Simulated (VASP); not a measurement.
# ZnO (zincite) (P6_3mc) in VASP: notebook

ZnO (zincite) is run at these levels: revPBE; tasks: single point.

Everything below comes from runs of VASP 6.6.1. Logs are shortened: lines on timing, memory, paths and dates and some standing lists are left out, and cuts for length are marked.

**1. The cell of the first run**

The structure is hexagonal, space group P6_3mc (No. 186). The conventional cell has a = 3.114 Å, b = 3.114 Å, c = 4.989 Å, α = 90.00°, β = 90.00°, γ = 120.00°. Within 2.5 Å of Zn (site symmetry 3m) lie 4 O at 1.89 to 1.90 Å. Within 2.5 Å of O (site symmetry 3m) lie 4 Zn at 1.89 to 1.90 Å.

**2. Single point, revPBE**

The input, INCAR:

```
PREC = Accurate
ENCUT = 520
EDIFF = 1E-7
ISMEAR = 0
SIGMA = 0.01
LREAL = F
LASPH = T
NELM = 100
ALGO = Normal
ISIF = 2
LWAVE = F
LCHARG = F
GGA = RE
NBANDS = 26
```

The input, KPOINTS:

```
Automatic mesh
0
Gamma
  6 6 4
```

The input, POSCAR:

```
ZnO
1.0
    3.1137597746      0.0000000000      0.0000000000
   -1.5568798873      2.6965948047      0.0000000000
    0.0000000000      0.0000000000      4.9885474945
Zn O
2 2
Direct
    0.3333333333      0.6666666667      0.5000000000
    0.6666666667      0.3333333333      0.0000000000
    0.6666666667      0.3333333333      0.3790100000
    0.3333333333      0.6666666667      0.8790100000
```

Potentials or basis: VASP PAW PBE potentials, release 64 (Zn, O).

The run is started by

```bash
$ cat potpaw_PBE.64/Zn/POTCAR potpaw_PBE.64/O/POTCAR > POTCAR
$ mpirun -np 1 vasp_std > vasp.out
```

OUTCAR:

```text
PREC = Accurate
   ENCUT = 520
   EDIFF = 1E-7
   ISMEAR = 0
   LREAL = F
   LASPH = T
   NELM = 100
   ISIF = 2
   GGA = RE

 ion  position               nearest neighbor table
   1  0.333  0.667  0.500-   4 1.89   3 1.90   3 1.90   3 1.90
   2  0.667  0.333  0.000-   3 1.89   4 1.90   4 1.90   4 1.90
   3  0.667  0.333  0.379-   2 1.89   1 1.90   1 1.90   1 1.90
   4  0.333  0.667  0.879-   1 1.89   2 1.90   2 1.90   2 1.90

  LATTYP: Found a hexagonal cell.
 ALAT       =     3.1137597746
 C/A-ratio  =     1.6020977389

  Lattice vectors:

 A1 = (   3.1137597746,   0.0000000000,   0.0000000000)
 A2 = (  -1.5568798873,   2.6965948047,   0.0000000000)
 A3 = (   0.0000000000,   0.0000000000,   4.9885474945)

Analysis of symmetry for initial positions (statically):
=====================================================================
 Subroutine PRICEL returns:
 Original cell was already a primitive cell.

 Routine SETGRP: Setting up the symmetry group for a
 hexagonal supercell.

 Subroutine GETGRP returns: Found 12 space group operations
 (whereof  6 operations were pure point group operations)
 out of a pool of 24 trial point group operations.

The static configuration has the point symmetry C_3v.
 The point group associated with its full space group is C_6v.

Analysis of symmetry for dynamics (positions and initial velocities):
=====================================================================
 Subroutine PRICEL returns:
 Original cell was already a primitive cell.

 Routine SETGRP: Setting up the symmetry group for a
 hexagonal supercell.

 Subroutine GETGRP returns: Found 12 space group operations
 (whereof  6 operations were pure point group operations)
 out of a pool of 24 trial point group operations.

The dynamic configuration has the point symmetry C_3v.
 The point group associated with its full space group is C_6v.

 Subroutine INISYM returns: Found 12 space group operations
 (whereof  6 operations are pure point group operations),
 and found     1 'primitive' translations

----------------------------------------------------------------------------------------

                                     Primitive cell

  volume of cell :      41.8866

  direct lattice vectors                    reciprocal lattice vectors
     3.113759775  0.000000000  0.000000000     0.321155154  0.185419033  0.000000000
    -1.556879887  2.696594805  0.000000000     0.000000000  0.370838065  0.000000000
     0.000000000  0.000000000  4.988547494     0.000000000  0.000000000  0.200459152

  length of vectors
     3.113759775  3.113759548  4.988547494     0.370838038  0.370838065  0.200459152

  position of ions in fractional coordinates (direct lattice)
     0.333333333  0.666666667  0.500000000
     0.666666667  0.333333333  0.000000000
     0.666666667  0.333333333  0.379010000
     0.333333333  0.666666667  0.879010000

  ion indices of the primitive-cell ions
   primitive index   ion index
                 1           1
                 2           2
                 3           3
                 4           4

----------------------------------------------------------------------------------------

 KPOINTS: Automatic mesh

Automatic generation of k-mesh.
 Grid dimensions read from file:
 generate k-points for:    6    6    4

 Generating k-lattice:

  Cartesian coordinates                     Fractional coordinates (reciprocal lattice)
     0.053525859  0.030903172  0.000000000     0.166666667 -0.000000000  0.000000000
     0.000000000  0.061806344  0.000000000     0.000000000  0.166666667  0.000000000
     0.000000000  0.000000000  0.050114788     0.000000000  0.000000000  0.250000000

  Length of vectors
     0.061806340  0.061806344  0.050114788

  Shift w.r.t. Gamma in fractional coordinates (k-lattice)
     0.000000000  0.000000000  0.000000000

 Subroutine IBZKPT returns following result:
 ===========================================

 Found     21 irreducible k-points:

 Following reciprocal coordinates:
            Coordinates               Weight
  0.000000  0.000000  0.000000      1.000000
  0.166667 -0.000000  0.000000      6.000000
  0.333333 -0.000000  0.000000      6.000000
  0.500000 -0.000000  0.000000      3.000000
  0.166667  0.166667  0.000000      6.000000
  0.333333  0.166667  0.000000     12.000000
[... 13 lines left out ...]
  0.333333  0.166667  0.500000     12.000000
  0.333333  0.333333  0.500000      2.000000
   k-points           NKPTS =     21   k-points in BZ     NKDIM =     21   number of bands    NBANDS=     26
   number of dos      NEDOS =    301   number of ions     NIONS =      4
   total plane-waves  NPLWV =  23040
   dimension x,y,z NGX =    24 NGY =   24 NGZ =   40
   dimension x,y,z NGXF=    48 NGYF=   48 NGZF=   80
   ions per type =               2   2
   NGX,Y,Z   is equivalent  to a cutoff of  12.81, 12.81, 13.33 a.u.
   NGXF,Y,Z  is equivalent  to a cutoff of  25.63, 25.63, 26.66 a.u.
 SYSTEM =  unknown system
   PREC   = accura    normal or accurate (medium, high low for compatibility)
   ISTART =      0    job   : 0-new  1-cont  2-samecut
   ICHARG =      2    charge: 1-file 2-atom 10-const
   ISPIN  =      1    spin polarized calculation?
   LNONCOLLINEAR =      F non collinear calculations
   LSORBIT =      F    spin-orbit coupling
   LASPH  =      T    aspherical Exc in radial PAW
   ENCUT  =  520.0 eV  38.22 Ry    6.18 a.u.   5.79  5.79  9.28*2*pi/ulx,y,z
   NELM   =    100;   NELMIN=  2; NELMDL= -5     # of ELM steps
   EDIFF  = 0.1E-06   stopping-criterion for ELM
   LREAL  =      F    real-space projection
   EDIFFG = 0.1E-05   stopping-criterion for IOM
   NSW    =      0    number of steps for IOM
   IBRION =     -1    ionic relax: 0-MD 1-quasi-New 2-CG
   NFREE  =      0    steps in history (QN), initial steepest desc. (CG)
   ISIF   =      2    stress and relaxation
   ISYM   =      2    0-nonsym 1-usesym 2-fastsym
   POTIM  = 0.5000    time-step for ionic-motion
   TEBEG  =    0.0;   TEEND  =   0.0 temperature during run
   PSTRESS=    0.0 pullay stress
   NELECT =      36.0000    total number of electrons
   NUPDOWN=      -1.0000    fix difference up-down
   EMIN   =  10.00;   EMAX   =-10.00  energy-range for DOS
   EFERMI =   0.00;   METHOD = LEGACY
   ISMEAR =     0;   SIGMA  =   0.01  broadening in eV -4-tet -1-fermi 0-gaus
   EFERMI_NEDOS =   21; number of points for ismear=-14 and -15
   IALGO  =     38    algorithm
   IMIX   =      4    mixing-type and parameters
     AMIX     =   0.40;   BMIX     =  1.00
     AMIX_MAG =   1.60;   BMIX_MAG =  1.00
  volume/ion in A,a.u.               =      10.47        70.67
  Fermi-wavevector in a.u.,A,eV,Ry     =   1.556506  2.941369 32.962968  2.422710
  Thomas-Fermi vector in A             =   2.660292
   LORBIT       =      0    0 simple, 1 ext, 2 COOP (PROOUT), +10 PAW based schemes
   GGA     = RE    functional components
   LHFCALC =     F    Hartree Fock is set to
   AEXX    =    0.0000 exact exchange contribution
   IVDW    =     0    specifies the selected vdW correction
   LEPSILON=     F    determine dielectric tensor
   LRPA    =     F    only Hartree local field effects (RPA)
 non-spin polarized calculation
 Gauss-broadening in eV      SIGMA  =   0.01
  energy-cutoff  :      520.00
  volume of cell :       41.89
 maximum number of plane-waves:      1152
 NGX is ok and might be reduce to    24
   NGX = 11   NGY = 11   NGZ = 19

 number of electron      35.9999990 magnetization

 Free energy of the ion-electron system (eV)
  ---------------------------------------------------
  ext. energy  EPLUGINS =         0.00000000
  ---------------------------------------------------
  free energy    TOTEN  =       -15.70924635 eV

  energy without entropy =      -15.70924635  energy(sigma->0) =      -15.70924635

 E-fermi :   2.7299     XC(G=0): -11.4386

 val. band max:        2.5938873634   @ k =   0.0000   0.0000   0.0000
 cond. band min:       3.6205662730   @ k =   0.0000   0.0000   0.0000
 fundamental gap:      1.0266789096
 Fermi energy:         2.7299206098

 k-point     1 :       0.0000    0.0000    0.0000
  band No.  band energies     occupation
      1     -16.6992      2.00000
      2     -15.7637      2.00000
      3      -4.1049      2.00000
      4      -3.8205      2.00000
      5      -3.8205      2.00000
      6      -3.7626      2.00000
[... 18 lines left out ...]
     25      17.6466      0.00000
     26      17.6466      0.00000

 k-point     2 :       0.1667   -0.0000    0.0000
  band No.  band energies     occupation
      1     -16.5148      2.00000
      2     -15.6860      2.00000
      3      -4.0647      2.00000
      4      -3.8285      2.00000
      5      -3.7226      2.00000
      6      -3.6914      2.00000
[... 18 lines left out ...]
     25      17.5436      0.00000
     26      17.8944      0.00000

 k-point     3 :       0.3333   -0.0000    0.0000
  band No.  band energies     occupation
      1     -16.0957      2.00000
      2     -15.5568      2.00000
      3      -4.3085      2.00000
      4      -3.8735      2.00000
      5      -3.5630      2.00000
      6      -3.4126      2.00000
[... 18 lines left out ...]
     25      16.7564      0.00000
     26      17.6622      0.00000

 k-point     4 :       0.5000   -0.0000    0.0000
  band No.  band energies     occupation
      1     -15.8260      2.00000
      2     -15.5393      2.00000
      3      -4.2144      2.00000
      4      -4.1041      2.00000
      5      -3.5102      2.00000
      6      -3.2163      2.00000
[... 18 lines left out ...]
     25      16.4571      0.00000
     26      17.9299      0.00000
[... 409 lines left out ...]
      1     -15.8942      2.00000
      2     -15.8942      2.00000
      3      -4.3696      2.00000
      4      -4.3696      2.00000
      5      -3.5815      2.00000
      6      -3.5815      2.00000
[... 18 lines left out ...]
     25      16.8414      0.00000
     26      16.8414      0.00000

 k-point    20 :       0.3333    0.1667    0.5000
  band No.  band energies     occupation
      1     -15.6715      2.00000
      2     -15.6715      2.00000
      3      -4.3321      2.00000
      4      -4.3321      2.00000
      5      -3.4699      2.00000
      6      -3.4699      2.00000
[... 18 lines left out ...]
     25      17.6373      0.00000
     26      17.6373      0.00000

 k-point    21 :       0.3333    0.3333    0.5000
  band No.  band energies     occupation
      1     -15.5982      2.00000
      2     -15.5982      2.00000
      3      -4.0212      2.00000
      4      -4.0212      2.00000
      5      -3.6859      2.00000
      6      -3.6859      2.00000
[... 18 lines left out ...]
     25      18.9560      0.00000
     26      18.9560      0.00000

------------------------ aborting loop because EDIFF is reached ----------------------------------------

  FORCE on cell =-STRESS in cart. coord.  units (eV):
  Direction    XX          YY          ZZ          XY          YZ          ZX
  --------------------------------------------------------------------------------------
  -------------------------------------------------------------------------------------
  Total        9.1828995      9.1828977      9.8521797      0.0000000      0.0000000      0.0000000
  in kB      351.2493305    351.2492624    376.8495465      0.0000000      0.0000000      0.0000000
  external PRESSURE =     359.7827131 kB  Pullay stress =       0.0000000 kB

 VOLUME and BASIS-vectors are now :
 -----------------------------------------------------------------------------
  energy-cutoff  :      520.00
  volume of cell :       41.89
      direct lattice vectors                 reciprocal lattice vectors
     3.113759775  0.000000000  0.000000000     0.321155154  0.185419033  0.000000000
    -1.556879887  2.696594805  0.000000000     0.000000000  0.370838065  0.000000000
     0.000000000  0.000000000  4.988547494     0.000000000  0.000000000  0.200459152

 POSITION                                       TOTAL-FORCE (eV/Angst)
 -----------------------------------------------------------------------------------
     -0.00000      1.79773      2.49427        -0.000000      0.000000     -0.130322
      1.55688      0.89886      0.00000         0.000000     -0.000000     -0.130322
      1.55688      0.89886      1.89071         0.000000      0.000000      0.130322
     -0.00000      1.79773      4.38498        -0.000000      0.000000      0.130322
 -----------------------------------------------------------------------------------
    total drift:                               -0.000001     -0.000001      0.000319

  FREE ENERGIE OF THE ION-ELECTRON SYSTEM (eV)
  ---------------------------------------------------
  free  energy   TOTEN  =       -15.7092463473 eV

  energy  without entropy=      -15.7092463473  energy(sigma->0) =      -15.70924635
```

It took 31 s on 1 thread of Intel Xeon 8259CL, shared host; peak memory 0.16 GiB.

What came out:

| Quantity | Value |
| --- | --- |
| Free energy | -15.7092 eV |
| Pressure | 36.0 GPa |
| Largest force | 0.130 eV/Å |
| Band gap on the k mesh | 1.03 eV, direct |

Forces on the atoms (eV/Å):
```
Zn   0.000  0.000 -0.130
Zn   0.000  0.000 -0.130
O    0.000  0.000  0.130
O    0.000  0.000  0.130
```

Stress tensor (GPa, compression positive):
```
35.12  0.00  0.00
 0.00 35.12  0.00
 0.00  0.00 37.68
```

Levels at points of the mesh, in eV from the valence-band top:
```
           k point  band 16  band 17  band 18  band 19  band 20  band 21
(0.00, 0.00, 0.00)    -0.12     0.00     0.00     1.03     5.74     8.76
(0.50, 0.00, 0.00)    -2.72    -1.48    -1.00     6.37     7.08     7.82
(0.00, 0.00, 0.50)    -0.48    -0.48    -0.48     3.81     3.81    10.70
(0.50, 0.00, 0.50)    -1.79    -1.59    -1.59     5.97     5.97     9.23
```

Caveat: the PAW data sets were made with another functional, which shifts forces and pressure a little.

**3. Single point, revPBE**

This run uses another cell than the first one, of 10.95 Å³/atom, 1.045 times its volume.

The input, INCAR:

```
SYSTEM = ZnO
PREC = Accurate
ENCUT = 520
EDIFF = 1E-6
ISMEAR = 0
SIGMA = 0.01
LREAL = .FALSE.
LASPH = .TRUE.
NELM = 60
ALGO = Normal
ISIF = 2
LWAVE = .FALSE.
LCHARG = .FALSE.
GGA = RE
NBANDS = 26
```

The input, KPOINTS:

```
Automatic mesh
0
G
  6 6 4
  0 0 0
```

The input, POSCAR:

```
ZnO
1.0
    3.1602406537      0.0000000000      0.0000000000
   -1.5801203269      2.7368484230      0.0000000000
    0.0000000000      0.0000000000      5.0630144059
Zn O
2 2
Direct
    0.3333333333      0.6666666667      0.5000000000
    0.6666666667      0.3333333333      0.0000000000
    0.6666666667      0.3333333333      0.3790100000
    0.3333333333      0.6666666667      0.8790100000
```

Potentials or basis: VASP PAW PBE potentials, release 64 (Zn, O).

The run is started by

```bash
$ cat potpaw_PBE.64/Zn/POTCAR potpaw_PBE.64/O/POTCAR > POTCAR
$ mpirun -np 1 vasp_std > vasp.out
```

It took 33 s on 1 thread of Intel Xeon 8259CL, shared host; peak memory 0.16 GiB.

Results (log left out):

| Quantity | Value |
| --- | --- |
| Free energy | -16.0723 eV |
| Pressure | 25.2 GPa |
| Largest force | 0.111 eV/Å |
| Band gap on the k mesh | 0.97 eV, direct |

Forces in eV/Å, atoms in the order of the input:
```
Zn   0.000  0.000 -0.111
Zn   0.000  0.000 -0.111
O    0.000  0.000  0.111
O    0.000  0.000  0.111
```

Stress tensor (GPa, compression positive):
```
24.51  0.00  0.00
 0.00 24.51  0.00
 0.00  0.00 26.71
```

Levels at points of the mesh, in eV from the valence-band top:
| k point | band 15 | band 16 | band 17 | band 18 | band 19 | band 20 | band 21 | band 22 |
| --- | --- | --- | --- | --- | --- | --- | --- | --- |
| (0.00, 0.00, 0.00) | -0.91 | -0.10 | 0.00 | 0.00 | 0.97 | 5.58 | 8.62 | 13.34 |
| (0.50, 0.00, 0.00) | -3.06 | -2.56 | -1.41 | -0.94 | 6.19 | 7.04 | 7.79 | 9.11 |
| (0.00, 0.00, 0.50) | -0.45 | -0.45 | -0.45 | -0.45 | 3.71 | 3.71 | 10.53 | 10.53 |
| (0.50, 0.00, 0.50) | -1.69 | -1.69 | -1.50 | -1.50 | 5.92 | 5.92 | 8.97 | 8.97 |

Caveat: the PAW data sets were made with another functional, which shifts forces and pressure a little.

**4. Single point, revPBE**

This run uses another cell than the first one, of 11.42 Å³/atom, 1.091 times its volume.

The input, INCAR:

```
ALGO = Normal ; EDIFF = 1E-6
ENCUT = 520 ; GGA = RE
ISIF = 2 ; ISMEAR = 0
LASPH = True ; LCHARG = False
LREAL = False ; LWAVE = False
NBANDS = 26 ; NELM = 80
PREC = Accurate ; SIGMA = 0.01
```

The input, KPOINTS:

```
k-points
0
Gamma
  6 6 4
```

The input, POSCAR:

```
ZnO
1.0
    3.2053930491      0.0000000000      0.0000000000
   -1.6026965246      2.7759515406      0.0000000000
    0.0000000000      0.0000000000      5.1353529565
Zn O
2 2
Direct
    0.3333333333      0.6666666667      0.5000000000
    0.6666666667      0.3333333333      0.0000000000
    0.6666666667      0.3333333333      0.3790100000
    0.3333333333      0.6666666667      0.8790100000
```

The run is started by

```bash
$ cat potpaw_PBE.64/Zn/POTCAR potpaw_PBE.64/O/POTCAR > POTCAR
$ mpirun -np 1 vasp_std > vasp.out
```

Wall time 31 s (1 thread of Intel Xeon 8259CL, shared host); peak memory 0.16 GiB.

The run converged. Its results:

```yaml
Free_energy: -16.3196 eV
Pressure: 16.5 GPa
Largest_force: 0.094 eV/Å
Band_gap_on_the_k_mesh: 0.91 eV, direct
```

Forces on the atoms (eV/Å):
```
Zn   0.000  0.000 -0.094
Zn   0.000  0.000 -0.094
O    0.000  0.000  0.094
O    0.000  0.000  0.094
```

Stress tensor (GPa, compression positive):
```
15.88  0.00  0.00
 0.00 15.88  0.00
 0.00  0.00 17.80
```

Levels at points of the mesh, in eV from the valence-band top:
```csv
k point,band 14,band 15,band 16,band 17,band 18,band 19,band 20,band 21,band 22,band 23
"(0.00, 0.00, 0.00)",-0.86,-0.86,-0.08,0.00,0.00,0.91,5.43,8.48,13.13,13.13
"(0.50, 0.00, 0.00)",-3.65,-2.93,-2.41,-1.34,-0.88,6.01,7.00,7.75,8.82,10.94
"(0.00, 0.00, 0.50)",-2.24,-0.42,-0.42,-0.42,-0.42,3.61,3.61,10.37,10.37,13.42
"(0.50, 0.00, 0.50)",-3.81,-1.59,-1.59,-1.42,-1.42,5.86,5.86,8.73,8.73,11.57
```

Caveat: the PAW data sets were made with another functional, which shifts forces and pressure a little. Expect the measured gap to be larger: semilocal functionals such as revPBE lack the derivative discontinuity.

**5. The runs side by side**

```csv
cell,gap on the mesh (eV),pressure (GPa),largest force (eV/Å)
"a = 3.114, b = 3.114, c = 4.989 Å, angles 90.0, 90.0, 120.0°, 4 atoms",1.03,36.0,0.13
"a = 3.160, b = 3.160, c = 5.063 Å, angles 90.0, 90.0, 120.0°, 4 atoms",0.97,25.2,0.11
"a = 3.205, b = 3.205, c = 5.135 Å, angles 90.0, 90.0, 120.0°, 4 atoms",0.91,16.5,0.09
```

Alike in all rows: task single point; level revPBE; potentials or basis VASP PAW PBE potentials, release 64 (Zn, O); no spin polarisation; k mesh 6 × 6 × 4; cutoff (eV) 520; smearing gaussian 0.01 eV.

Caveats: the PAW data sets were made with another functional, which shifts forces and pressure a little.

Absolute energies hang on the potentials; compare differences alone.
